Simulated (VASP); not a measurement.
Sb2N:

```
CELL_PARAMETERS angstrom
4.67162 0.00000 0.00000
0.00000 4.67162 0.00000
0.00000 0.00000 3.25180
ATOMIC_POSITIONS crystal
Sb 0.50000 0.50000 0.50000
Sb 0.00000 0.00000 0.00000
N 0.00000 0.00000 0.50000
```

The cell was built from a structure type or drawn by symmetry, and may not be a known phase.

| Quantity | Value |
| --- | --- |
| Program | VASP 6.6.1 |
| Task | relaxation of cell and atoms |
| Functional | PBE |
| Potentials or basis | VASP PAW PBE potentials, release 64 (Sb_d_GW, N) |
| Cutoff | 600 eV |
| k mesh | 4 × 4 × 6 |
| Occupations | gaussian, width 0.1 eV |
| Spin | no spin polarisation |

At the start: pressure 38.2 GPa; volume 23.66 Å³/atom.

Problem. Where does the relaxation end?

Solution. Over 7 steps the energy falls by 1968.7 meV/atom and the volume is 23.62 Å³/atom (-0.2 %); space group P4/mmm (No. 123, to 0.1 Å) before and after.

The path:
| step | energy change (eV) | largest force (eV/Å) | pressure (GPa) | volume (Å³) |
| --- | --- | --- | --- | --- |
| 1 | 0.0000 | 0.0000 | 38.21 | 70.97 |
| 2 | -0.6569 | 0.0000 | -14.70 | 131.96 |
| 3 | -4.3852 | 0.0000 | -7.23 | 96.07 |
| 4 | -4.4210 | 0.0000 | -6.23 | 94.52 |
| 5 | -4.4356 | 0.0000 | -5.15 | 92.92 |
| 6 | -5.0690 | 0.0000 | -5.49 | 82.78 |
| 7 | -5.9061 | 0.0000 | -4.37 | 70.85 |

Final structure:
```
Sb N
1.0
     4.04401    0.00000    0.00000
     0.00000    4.04401    0.00000
     0.00000    0.00000    4.33232
Sb N
2 1
Direct
  0.50000 0.50000 0.50000
  0.00000 0.00000 0.00000
  0.00000 0.00000 0.50000
```

Caveat: a cell axis changed by over 15 % at a fixed basis, so the end point is rough.
